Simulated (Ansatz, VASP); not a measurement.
Co in VASP and in Ansatz

```
CELL_PARAMETERS angstrom
2.41980 0.00000 0.00000
0.00000 2.41980 0.00000
0.00000 0.00000 2.41980
ATOMIC_POSITIONS crystal
Co 0.00000 0.00000 0.00000
```

Alike in both runs: task single point; functional revPBE; k mesh 15 × 15 × 15; occupations fermi-dirac, width 0.05 eV; collinear spin.

|  | VASP | Ansatz |
| --- | --- | --- |
| version | VASP 6.6.1 | Ansatz 0.2.0 |
| potentials or method | VASP PAW PBE potentials, release 64 (Co), cutoff 520 eV | plane waves (420 eV) with PAW, scalar-relativistic |
| valence electrons in the cell | 9 | 17 |

```tsv
	VASP	Ansatz	Ansatz less VASP
pressure (GPa)	-9.2	-8.8	+0.43
net moment per atom (μB)	1.93	1.96	+0.028
size of the moment on the site where the two differ most (μB)	1.95	1.99	+0.040
```

VASP's potentials were made for PBE, not for revPBE. Site moments also hang on the region over which each program counts them. VASP's potentials hold 9 valence electrons a cell and Ansatz's 17, so a difference there can come from the potentials and not from the codes.
